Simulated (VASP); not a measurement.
# Bi (Pm-3m) in VASP: further runs

Bi is run at these levels: PBE; tasks: single point, relaxation of cell and atoms.

Program: VASP 6.6.1. These are calculated values, not measurements. Logs are shortened: lines on timing, memory, paths and dates and some standing lists are left out, and cuts for length are marked.

### Step 1. The cell of the first run

Symmetry: Pm-3m, No. 221, cubic system. Conventional cell: a = 3.012 Å, b = 3.012 Å, c = 3.012 Å, α = 90.00°, β = 90.00°, γ = 90.00°. Within 4.0 Å of Bi (site symmetry m-3m) lie 6 Bi at 3.01 Å.

This isn't the form of Bi at room conditions, which is rhombohedral.

### Step 2. Single point, PBE

Input file INCAR:

```
SYSTEM = Bi
ALGO = Normal
EDIFF = 1E-7
ENCUT = 520
GGA = PE
ISIF = 2
ISMEAR = -1
LASPH = .TRUE.
LCHARG = .TRUE.
LELF = .TRUE.
LREAL = .FALSE.
LVHAR = .TRUE.
LWAVE = .FALSE.
NBANDS = 14
NELM = 100
PREC = Accurate
SIGMA = 0.08
```

Input file KPOINTS:

```
k-points
0
G
  13 13 13
  0 0 0
```

Input file POSCAR:

```
Bi
1.0
    3.0117946666      0.0000000000      0.0000000000
    0.0000000000      3.0117946666      0.0000000000
    0.0000000000      0.0000000000      3.0117946666
Bi
1
Direct
    0.0000000000      0.0000000000      0.0000000000
```

Potentials or basis: VASP PAW PBE potentials, release 64 (Bi_d).

Started as:

```console
> cat potpaw_PBE.64/Bi_d/POTCAR > POTCAR
> mpirun -np 1 vasp_std > vasp.out
```

OUTCAR:

```text
SYSTEM = Bi
   EDIFF = 1E-7
   ENCUT = 520
   GGA = PE
   ISIF = 2
   ISMEAR = -1
   LASPH = .TRUE.
   LREAL = .FALSE.
   NELM = 100
   PREC = Accurate

 ion  position               nearest neighbor table
   1  0.000  0.000  0.000-

  LATTYP: Found a simple cubic cell.
 ALAT       =     3.0117946666

  Lattice vectors:

 A1 = (   3.0117946666,   0.0000000000,   0.0000000000)
 A2 = (   0.0000000000,   3.0117946666,   0.0000000000)
 A3 = (   0.0000000000,   0.0000000000,   3.0117946666)

Analysis of symmetry for initial positions (statically):
=====================================================================
 Subroutine PRICEL returns:
 Original cell was already a primitive cell.

 Routine SETGRP: Setting up the symmetry group for a
 simple cubic supercell.

 Subroutine GETGRP returns: Found 48 space group operations
 (whereof 48 operations were pure point group operations)
 out of a pool of 48 trial point group operations.

The static configuration has the point symmetry O_h .

Analysis of symmetry for dynamics (positions and initial velocities):
=====================================================================
 Subroutine PRICEL returns:
 Original cell was already a primitive cell.

 Routine SETGRP: Setting up the symmetry group for a
 simple cubic supercell.

 Subroutine GETGRP returns: Found 48 space group operations
 (whereof 48 operations were pure point group operations)
 out of a pool of 48 trial point group operations.

The dynamic configuration has the point symmetry O_h .

 Subroutine INISYM returns: Found 48 space group operations
 (whereof 48 operations are pure point group operations),
 and found     1 'primitive' translations

----------------------------------------------------------------------------------------

                                     Primitive cell

  volume of cell :      27.3197

  direct lattice vectors                    reciprocal lattice vectors
     3.011794667  0.000000000  0.000000000     0.332027947  0.000000000  0.000000000
     0.000000000  3.011794667  0.000000000     0.000000000  0.332027947  0.000000000
     0.000000000  0.000000000  3.011794667     0.000000000  0.000000000  0.332027947

  length of vectors
     3.011794667  3.011794667  3.011794667     0.332027947  0.332027947  0.332027947

  position of ions in fractional coordinates (direct lattice)
     0.000000000  0.000000000  0.000000000

  ion indices of the primitive-cell ions
   primitive index   ion index
                 1           1

----------------------------------------------------------------------------------------

 KPOINTS: k-points

Automatic generation of k-mesh.
 Grid dimensions read from file:
 generate k-points for:   13   13   13

 Generating k-lattice:

  Cartesian coordinates                     Fractional coordinates (reciprocal lattice)
     0.025540611  0.000000000  0.000000000     0.076923077  0.000000000  0.000000000
     0.000000000  0.025540611  0.000000000     0.000000000  0.076923077  0.000000000
     0.000000000  0.000000000  0.025540611     0.000000000  0.000000000  0.076923077

  Length of vectors
     0.025540611  0.025540611  0.025540611

  Shift w.r.t. Gamma in fractional coordinates (k-lattice)
     0.000000000  0.000000000  0.000000000

 Subroutine IBZKPT returns following result:
 ===========================================

 Found     84 irreducible k-points:

 Following reciprocal coordinates:
            Coordinates               Weight
  0.000000  0.000000  0.000000      1.000000
  0.076923  0.000000  0.000000      6.000000
  0.153846  0.000000  0.000000      6.000000
  0.230769  0.000000  0.000000      6.000000
  0.307692  0.000000  0.000000      6.000000
  0.384615  0.000000  0.000000      6.000000
[... 16 lines left out ...]
  0.307692  0.307692  0.000000     12.000000
  0.384615  0.307692  0.000000     24.000000
 [... further k-points ...]
   k-points           NKPTS =     84   k-points in BZ     NKDIM =     84   number of bands    NBANDS=     14
   number of dos      NEDOS =    301   number of ions     NIONS =      1
   total plane-waves  NPLWV =  13824
   dimension x,y,z NGX =    24 NGY =   24 NGZ =   24
   dimension x,y,z NGXF=    48 NGYF=   48 NGZF=   48
   ions per type =               1
   NGX,Y,Z   is equivalent  to a cutoff of  13.25, 13.25, 13.25 a.u.
   NGXF,Y,Z  is equivalent  to a cutoff of  26.50, 26.50, 26.50 a.u.
 SYSTEM =  Bi
   PREC   = accura    normal or accurate (medium, high low for compatibility)
   ISTART =      0    job   : 0-new  1-cont  2-samecut
   ICHARG =      2    charge: 1-file 2-atom 10-const
   ISPIN  =      1    spin polarized calculation?
   LNONCOLLINEAR =      F non collinear calculations
   LSORBIT =      F    spin-orbit coupling
   LASPH  =      T    aspherical Exc in radial PAW
   ENCUT  =  520.0 eV  38.22 Ry    6.18 a.u.   5.60  5.60  5.60*2*pi/ulx,y,z
   NELM   =    100;   NELMIN=  2; NELMDL= -5     # of ELM steps
   EDIFF  = 0.1E-06   stopping-criterion for ELM
   LREAL  =      F    real-space projection
   EDIFFG = 0.1E-05   stopping-criterion for IOM
   NSW    =      0    number of steps for IOM
   IBRION =     -1    ionic relax: 0-MD 1-quasi-New 2-CG
   NFREE  =      0    steps in history (QN), initial steepest desc. (CG)
   ISIF   =      2    stress and relaxation
   ISYM   =      2    0-nonsym 1-usesym 2-fastsym
   POTIM  = 0.5000    time-step for ionic-motion
   TEBEG  =    0.0;   TEEND  =   0.0 temperature during run
   PSTRESS=    0.0 pullay stress
   NELECT =      15.0000    total number of electrons
   NUPDOWN=      -1.0000    fix difference up-down
   EMIN   =  10.00;   EMAX   =-10.00  energy-range for DOS
   EFERMI =   0.00;   METHOD = LEGACY
   ISMEAR =    -1;   SIGMA  =   0.08  broadening in eV -4-tet -1-fermi 0-gaus
   EFERMI_NEDOS =   21; number of points for ismear=-14 and -15
   IALGO  =     38    algorithm
   IMIX   =      4    mixing-type and parameters
     AMIX     =   0.40;   BMIX     =  1.00
     AMIX_MAG =   1.60;   BMIX_MAG =  1.00
  volume/ion in A,a.u.               =      27.32       184.36
  Fermi-wavevector in a.u.,A,eV,Ry     =   1.340540  2.533254 24.450328  1.797048
  Thomas-Fermi vector in A             =   2.468845
   LORBIT       =      0    0 simple, 1 ext, 2 COOP (PROOUT), +10 PAW based schemes
   GGA     = PE    functional components
   LHFCALC =     F    Hartree Fock is set to
   AEXX    =    0.0000 exact exchange contribution
   IVDW    =     0    specifies the selected vdW correction
   LEPSILON=     F    determine dielectric tensor
   LRPA    =     F    only Hartree local field effects (RPA)
 non-spin polarized calculation
  energy-cutoff  :      520.00
  volume of cell :       27.32
 maximum number of plane-waves:       744
 NGX is ok and might be reduce to    24
   NGX = 11   NGY = 11   NGZ = 11

 number of electron      15.0000009 magnetization

 Free energy of the ion-electron system (eV)
  ---------------------------------------------------
  ext. energy  EPLUGINS =         0.00000000
  ---------------------------------------------------
  free energy    TOTEN  =        -3.45445053 eV

  energy without entropy =       -3.44776993  energy(sigma->0) =       -3.45111023

 E-fermi :   9.6886     XC(G=0): -10.7880

 val. band max:        9.6408652120   @ k =   0.2308   0.2308   0.2308
 cond. band min:       9.6937230554   @ k =   0.3077   0.2308   0.1538
 fundamental gap:      0.0528578434
 Fermi energy:         9.6885703237

 k-point     1 :       0.0000    0.0000    0.0000
  band No.  band energies     occupation
      1     -13.8752      2.00000
      2     -13.8752      2.00000
      3     -13.2123      2.00000
      4     -13.2123      2.00000
      5     -13.2123      2.00000
      6      -5.2854      2.00000
      7      13.2997      0.00000
      8      13.2997      0.00000
      9      13.2997      0.00000
     10      17.2301      0.00000
     11      18.1898      0.00000
     12      18.1898      0.00000
     13      27.3223      0.00000
     14      27.3223      0.00000

 k-point     2 :       0.0769    0.0000    0.0000
  band No.  band energies     occupation
      1     -13.8733      2.00000
      2     -13.8458      2.00000
      3     -13.2225      2.00000
      4     -13.2225      2.00000
      5     -13.2115      2.00000
      6      -5.1881      2.00000
      7      12.0833      0.00000
      8      13.4135      0.00000
      9      13.4135      0.00000
     10      17.5571      0.00000
     11      18.2385      0.00000
     12      19.2709      0.00000
     13      26.7977      0.00000
     14      27.2427      0.00000

 k-point     3 :       0.1538    0.0000    0.0000
  band No.  band energies     occupation
      1     -13.8681      2.00000
      2     -13.7645      2.00000
      3     -13.2507      2.00000
      4     -13.2507      2.00000
      5     -13.2092      2.00000
      6      -4.8974      2.00000
      7       9.9528      0.07097
      8      13.7443      0.00000
      9      13.7443      0.00000
     10      17.8115      0.00000
     11      18.3850      0.00000
     12      21.7217      0.00000
     13      25.6637      0.00000
     14      26.8468      0.00000
[... 324 lines left out ...]
 k-point    23 :       0.3077    0.3077    0.0000
  band No.  band energies     occupation
      1     -13.6850      2.00000
      2     -13.4817      2.00000
      3     -13.3209      2.00000
      4     -13.3175      2.00000
      5     -13.3009      2.00000
      6      -2.3161      2.00000
      7       7.1631      2.00000
      8       7.4208      2.00000
      9      15.9721      0.00000
     10      16.5838      0.00000
     11      19.7988      0.00000
     12      23.3021      0.00000
     13      25.3575      0.00000
     14      26.4269      0.00000

 k-point    24 :       0.3846    0.3077    0.0000
  band No.  band energies     occupation
      1     -13.6631      2.00000
      2     -13.5244      2.00000
      3     -13.3527      2.00000
      4     -13.3155      2.00000
      5     -13.2069      2.00000
      6      -1.6219      2.00000
      7       5.6389      2.00000
      8       7.9221      2.00000
      9      14.6661      0.00000
     10      17.2652      0.00000
     11      20.3280      0.00000
     12      22.6489      0.00000
     13      24.5145      0.00000
     14      26.7589      0.00000

 [... further k-points ...]

------------------------ aborting loop because EDIFF is reached ----------------------------------------

  FORCE on cell =-STRESS in cart. coord.  units (eV):
  Direction    XX          YY          ZZ          XY          YZ          ZX
  --------------------------------------------------------------------------------------
  -------------------------------------------------------------------------------------
  Total        3.5686160      3.5686160      3.5686160      0.0000000     -0.0000000      0.0000000
  in kB      209.2831776    209.2831776    209.2831776      0.0000000     -0.0000000      0.0000000
  external PRESSURE =     209.2831776 kB  Pullay stress =       0.0000000 kB

 VOLUME and BASIS-vectors are now :
 -----------------------------------------------------------------------------
  energy-cutoff  :      520.00
  volume of cell :       27.32
      direct lattice vectors                 reciprocal lattice vectors
     3.011794667  0.000000000  0.000000000     0.332027947  0.000000000  0.000000000
     0.000000000  3.011794667  0.000000000     0.000000000  0.332027947  0.000000000
     0.000000000  0.000000000  3.011794667     0.000000000  0.000000000  0.332027947

 POSITION                                       TOTAL-FORCE (eV/Angst)
 -----------------------------------------------------------------------------------
      0.00000      0.00000      0.00000         0.000000      0.000000      0.000000
 -----------------------------------------------------------------------------------
    total drift:                                0.000000     -0.000000      0.000000

  FREE ENERGIE OF THE ION-ELECTRON SYSTEM (eV)
  ---------------------------------------------------
  free  energy   TOTEN  =        -3.4544505277 eV

  energy  without entropy=       -3.4477699275  energy(sigma->0) =       -3.45111023
```

Wall time 29 s (1 thread of Intel Xeon 8259CL, shared host); peak memory 0.16 GiB.

Results:

```yaml
Free_energy: -3.4545 eV
Pressure: 20.9 GPa
Band_gap_on_the_k_mesh: zero (an odd number of electrons rules out a gap without spin polarisation)
```

Caveat: the cell stands under pressure; spin-orbit coupling is left out, which moves the levels of the heavy elements.

(Continued in part 2 of 2.)
